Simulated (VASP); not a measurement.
**NaF: single point with r2SCAN**

NaF:

```
CELL_PARAMETERS angstrom
0.00000 2.28845 2.35815
2.28845 0.00000 2.35815
2.28845 2.28845 0.00000
ATOMIC_POSITIONS crystal
Na 0.00000 0.00000 0.00000
F 0.50000 0.50000 0.50000
```

This cell differs from its parent crystal: strain -0.015 along x and y, +0.015 along z.

```json
{
 "Program": "VASP 6.6.1",
 "Task": "single point",
 "Functional": "r2SCAN",
 "Potentials or basis": "VASP PAW PBE potentials, release 64 (Na_pv, F)",
 "Cutoff": "520 eV",
 "k mesh": "8 × 8 × 8",
 "Occupations": "gaussian, width 0.05 eV",
 "Spin": "no spin polarisation"
}
```

| Quantity | Value |
| --- | --- |
| Pressure | -1.5 GPa |
| Band gap on the k mesh | 7.21 eV, direct |

Stress tensor (GPa, compression positive):
```
-0.74  0.00  0.00
 0.00 -0.74  0.00
 0.00  0.00 -2.96
```

Levels at points of the mesh, in eV from the valence-band top:
```tsv
k point	band 3	band 4	band 5	band 6	band 7	band 8	band 9	band 10	band 11	band 12
(0.00, 0.00, 0.00)	-19.47	-19.47	0.00	0.00	0.00	7.21	19.71	19.91	19.91	22.51
(0.50, 0.00, 0.00)	-19.48	-18.95	-1.57	-0.28	-0.26	11.67	13.47	21.22	21.79	23.77
(0.50, 0.50, 0.00)	-19.52	-19.52	-1.31	-0.37	-0.37	13.85	14.15	14.86	21.44	21.44
(0.50, 0.00, 0.50)	-19.53	-19.53	-1.26	-0.44	-0.40	13.85	14.26	14.95	20.93	21.26
```

Run time: 18 s on 1 thread of Intel(R) Xeon(R) 6975P-C (Granite Rapids), on a shared host, peak memory 0.14 GiB.

Caveat: the cell differs from its parent crystal (strain -0.015 along x and y, +0.015 along z); the PAW data sets were made with another functional, which shifts forces and pressure a little.
